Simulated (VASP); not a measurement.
# In (Im-3m) in VASP: notebook, part 2 of 2

VASP 6.6.1.

## Step 3: Single point, BLYP (volume scaled by 1.04)

INCAR reads:

```
SYSTEM = In
PREC = Accurate
ENCUT = 520
EDIFF = 1E-6
ISMEAR = -1
SIGMA = 0.1
LREAL = .False.
LASPH = .True.
NELM = 100
ALGO = Normal
ISIF = 2
LWAVE = .False.
LCHARG = .False.
GGA = B5
ALDAX = 1.0
AGGAX = 1.0
AGGAC = 1.0
ALDAC = 0.0
NBANDS = 12
```

KPOINTS reads:

```
Automatic mesh
0
Gamma
  18 18 18
  0 0 0
```

POSCAR reads:

```
In
1.0
   -2.0163225202      2.0163225202      2.0163225202
    2.0163225202     -2.0163225202      2.0163225202
    2.0163225202      2.0163225202     -2.0163225202
In
1
Direct
    0.0000000000      0.0000000000      0.0000000000
```

Potentials or basis: VASP PAW PBE potentials, release 64 (In_d).

On the command line:

```
$ cat potpaw_PBE.64/In_d/POTCAR > POTCAR
$ mpirun -np 1 vasp_std > vasp.out
```

OUTCAR:

```text
SYSTEM = In
   PREC = Accurate
   ENCUT = 520
   EDIFF = 1E-6
   ISMEAR = -1
   LREAL = .False.
   LASPH = .True.
   NELM = 100
   ISIF = 2
   GGA = B5

 ion  position               nearest neighbor table
   1  0.000  0.000  0.000-

  LATTYP: Found a body centered cubic cell.
 ALAT       =     4.0326450404

  Lattice vectors:

 A1 = (  -2.0163225202,   2.0163225202,   2.0163225202)
 A2 = (   2.0163225202,  -2.0163225202,   2.0163225202)
 A3 = (   2.0163225202,   2.0163225202,  -2.0163225202)

Analysis of symmetry for initial positions (statically):
=====================================================================
 Subroutine PRICEL returns:
 Original cell was already a primitive cell.

 Routine SETGRP: Setting up the symmetry group for a
 body centered cubic supercell.

 Subroutine GETGRP returns: Found 48 space group operations
 (whereof 48 operations were pure point group operations)
 out of a pool of 48 trial point group operations.

The static configuration has the point symmetry O_h .

Analysis of symmetry for dynamics (positions and initial velocities):
=====================================================================
 Subroutine PRICEL returns:
 Original cell was already a primitive cell.

 Routine SETGRP: Setting up the symmetry group for a
 body centered cubic supercell.

 Subroutine GETGRP returns: Found 48 space group operations
 (whereof 48 operations were pure point group operations)
 out of a pool of 48 trial point group operations.

The dynamic configuration has the point symmetry O_h .

 Subroutine INISYM returns: Found 48 space group operations
 (whereof 48 operations are pure point group operations),
 and found     1 'primitive' translations

----------------------------------------------------------------------------------------
[... 114 lines left out ...]
  Thomas-Fermi vector in A             =   2.338434
   LORBIT       =      0    0 simple, 1 ext, 2 COOP (PROOUT), +10 PAW based schemes
   GGA     = B5    functional components
   LHFCALC =     F    Hartree Fock is set to
   AEXX    =    0.0000 exact exchange contribution
   IVDW    =     0    specifies the selected vdW correction
   LEPSILON=     F    determine dielectric tensor
   LRPA    =     F    only Hartree local field effects (RPA)
 non-spin polarized calculation
  energy-cutoff  :      520.00
  volume of cell :       32.79
 maximum number of plane-waves:       935
 NGX is ok and might be reduce to    28
   NGX = 13   NGY = 13   NGZ = 13

 number of electron      13.0000006 magnetization

 Free energy of the ion-electron system (eV)
  ---------------------------------------------------
  ext. energy  EPLUGINS =         0.00000000
  ---------------------------------------------------
  free energy    TOTEN  =        -1.86728235 eV

  energy without entropy =       -1.84930832  energy(sigma->0) =       -1.85829534

 E-fermi :   5.6941     XC(G=0):  -8.6524

 val. band max:        5.6928208338   @ k =  -0.3333   0.4444   0.1111
 cond. band min:       5.7417100667   @ k =   0.3333   0.2778   0.0556
 fundamental gap:      0.0488892329
 Fermi energy:         5.6941182990

 k-point     1 :       0.0000    0.0000    0.0000
  band No.  band energies     occupation
      1      -8.8748      2.00000
      2      -8.8748      2.00000
      3      -8.8748      2.00000
      4      -8.7193      2.00000
      5      -8.7193      2.00000
      6      -2.4821      2.00000
      7      14.2349      0.00000
      8      14.2349      0.00000
      9      14.2349      0.00000
     10      18.2763      0.00000
     11      18.2763      0.00000
     12      18.2763      0.00000
[... 331 lines left out ...]
 k-point    24 :       0.3889    0.1111   -0.0000
  band No.  band energies     occupation
      1      -8.9169      2.00000
      2      -8.8581      2.00000
      3      -8.7322      2.00000
      4      -8.7282      2.00000
      5      -8.6443      2.00000
      6       1.3184      2.00000
      7       4.1983      2.00000
      8       9.3217      0.00000
      9      11.4871      0.00000
     10      15.1503      0.00000
     11      16.7727      0.00000
     12      19.5195      0.00000

 [... further k-points ...]

------------------------ aborting loop because EDIFF is reached ----------------------------------------

  FORCE on cell =-STRESS in cart. coord.  units (eV):
  Direction    XX          YY          ZZ          XY          YZ          ZX
  --------------------------------------------------------------------------------------
  -------------------------------------------------------------------------------------
  Total       -0.1803217     -0.1803217     -0.1803217     -0.0000000      0.0000000     -0.0000000
  in kB       -8.8108637     -8.8108637     -8.8108637     -0.0000000      0.0000000     -0.0000000
  external PRESSURE =      -8.8108637 kB  Pullay stress =       0.0000000 kB

 VOLUME and BASIS-vectors are now :
 -----------------------------------------------------------------------------
  energy-cutoff  :      520.00
  volume of cell :       32.79
      direct lattice vectors                 reciprocal lattice vectors
    -2.016322520  2.016322520  2.016322520     0.000000000  0.247976202  0.247976202
     2.016322520 -2.016322520  2.016322520     0.247976202  0.000000000  0.247976202
     2.016322520  2.016322520 -2.016322520     0.247976202  0.247976202  0.000000000

 POSITION                                       TOTAL-FORCE (eV/Angst)
 -----------------------------------------------------------------------------------
      0.00000      0.00000      0.00000        -0.000000      0.000000      0.000000
 -----------------------------------------------------------------------------------
    total drift:                               -0.000000     -0.000000     -0.000000

  FREE ENERGIE OF THE ION-ELECTRON SYSTEM (eV)
  ---------------------------------------------------
  free  energy   TOTEN  =        -1.8672823503 eV

  energy  without entropy=       -1.8493083207  energy(sigma->0) =       -1.85829534
```

OSZICAR:

```text
N       E                     dE             d eps       ncg     rms          rms(c)
DAV:   1     0.800899985453E+02    0.80090E+02   -0.61538E+03  4736   0.125E+03
DAV:   2     0.232043824352E+01   -0.77770E+02   -0.76106E+02  4872   0.285E+02
DAV:   3    -0.178667683808E+01   -0.41071E+01   -0.40964E+01  5620   0.656E+01
DAV:   4    -0.188772068412E+01   -0.10104E+00   -0.10101E+00  5952   0.109E+01
DAV:   5    -0.189262823723E+01   -0.49076E-02   -0.49074E-02  6444   0.202E+00    0.152E+00
DAV:   6    -0.187035348286E+01    0.22275E-01   -0.43099E-02  5772   0.390E+00    0.636E-01
DAV:   7    -0.186745733638E+01    0.28961E-02   -0.98300E-03  6688   0.166E+00    0.184E-01
DAV:   8    -0.186727423947E+01    0.18310E-03   -0.49982E-04  5412   0.342E-01    0.187E-02
DAV:   9    -0.186727885184E+01   -0.46124E-05   -0.21375E-05  5864   0.622E-02    0.164E-02
DAV:  10    -0.186728222268E+01   -0.33708E-05   -0.47833E-06  5180   0.174E-02    0.232E-03
DAV:  11    -0.186728235025E+01   -0.12757E-06   -0.10671E-07  3064   0.446E-03
   1 F= -.18672824E+01 E0= -.18582953E+01  d E =-.179740E-01
```

stdout:

```text
POSCAR found type information on POSCAR In
 POSCAR found :  1 types and       1 ions
 scaLAPACK will be used
 -----------------------------------------------------------------------------
|                                                                             |
|                                                                             |
|     You enforced a specific xc type in the INCAR file but a different       |
|     I HOPE YOU KNOW WHAT YOU ARE DOING!                                     |
|                                                                             |
 -----------------------------------------------------------------------------

 LDA part: xc-table for (Slater(with rela. corr.)+VWN5), standard interpolation
 POSCAR, INCAR and KPOINTS ok, starting setup
 FFT: planning ... GRIDC
 FFT: planning ... GRID_SOFT
 FFT: planning ... GRID
 WAVECAR not read
 entering main loop
```

Run time: 89 s. Hardware: 1 thread of Intel Xeon Platinum 8375C at 2.90GHz (Ice Lake), shared host; peak memory 0.21 GiB.

Results:

```yaml
Free_energy: -1.8673 eV
Pressure: -0.9 GPa
```

Caveat: the PAW data sets were made with another functional, which shifts forces and pressure a little; spin-orbit coupling is left out, which moves the levels of the heavy elements.
